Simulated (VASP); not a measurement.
Input of a VASP 6.6.1 run:

File INCAR:

```
SYSTEM = FeCo2
PREC = Accurate
ENCUT = 690
EDIFF = 1E-6
ISMEAR = 0
SIGMA = 0.1
LREAL = .False.
LASPH = .True.
NELM = 200
ALGO = Normal
ISIF = 2
LWAVE = .False.
LCHARG = .False.
ISPIN = 2
MAGMOM = 4 4 3 3 3 3
LORBIT = 11
LMAXMIX = 4
GGA = PE
NBANDS = 63
GGA_COMPAT = .False.
```

The input KPOINTS:

```
regular mesh
0
Gamma
  6 6 2
  0 0 0
```

Contents of POSCAR:

```
FeCo2
1.0
    2.4953446979      0.0000000029      0.0000000000
   -1.2476723515      2.1610318981      0.0000000000
    0.0000000000      0.0000000000     12.4355248892
Fe Co
2 4
Direct
    0.3333333333      0.6666666667      0.8307567772
    0.3333333333      0.6666666667      0.1692432228
    0.3333333333      0.6666666667      0.5000000000
    0.6666666667      0.3333333333      0.0000000000
    0.6666666667      0.3333333333      0.3379817247
    0.6666666667      0.3333333333      0.6620182753
```

Potentials or basis: VASP PAW PBE potentials, release 64 (Fe_sv, Co_sv).

The run is started by

```bash
$ cat potpaw_PBE.64/Fe_sv/POTCAR potpaw_PBE.64/Co_sv/POTCAR > POTCAR
$ mpirun -np 1 vasp_std > vasp.out
```

Task: What does it give for the site moments?

Result: Fe +2.41; Co +1.67, +1.73, +1.68 (each value once) μB.

Task: Predict the largest force.

Result: 0.014 eV/Å.

Task: Predict the net moment.

Result: 11.34 μB per cell.

Task: Predict the pressure.

Result: -1.3 GPa.

Forces on the atoms (eV/Å):
```
Fe   0.000  0.000  0.000
Fe   0.000  0.000  0.000
Co   0.000  0.000  0.000
Co   0.000  0.000  0.000
Co   0.000  0.000  0.014
Co   0.000  0.000 -0.014
```

Caveat: the k points lie up to 0.48 Å⁻¹ apart.
